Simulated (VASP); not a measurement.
Crystal: BeTe.

```
Te Be
1.0
     0.00000    2.77000    2.77000
     2.77000    0.00000    2.77000
     2.77000    2.77000    0.00000
Te Be
1 1
Direct
  0.75000 0.75000 0.75000
  0.00000 0.00000 0.00000
```

| Quantity | Value |
| --- | --- |
| Program | VASP 6.6.1 |
| Task | relaxation of cell and atoms |
| Functional | PBE |
| Dispersion | D4 |
| Potentials or basis | VASP PAW PBE potentials, release 64 (Te, Be) |
| Cutoff | 600 eV |
| k mesh | 8 × 8 × 8 |
| Occupations | fermi-dirac, width 0.05 eV |
| Spin | no spin polarisation |

At the start: pressure 2.0 GPa; volume 21.25 Å³/atom.

Q: How do energy, volume and symmetry change on relaxing?

A: Over 3 steps the energy falls by 4.0 meV/atom and the volume is 21.91 Å³/atom (+3.1 %); space group F-43m (No. 216, to 0.05 Å).

The path:
```csv
step,energy change (eV),largest force (eV/Å),pressure (GPa),volume (Å³)
1,0.0000,0.0000,1.99,42.51
2,-0.0074,0.0000,-0.46,44.16
3,-0.0079,0.0000,0.00,43.82
```

Final structure:
```
Te Be
1.0
     0.00000    2.79816    2.79816
     2.79816    0.00000    2.79816
     2.79816    2.79816    0.00000
Te Be
1 1
Direct
  0.75000 0.75000 0.75000
  0.00000 0.00000 0.00000
```
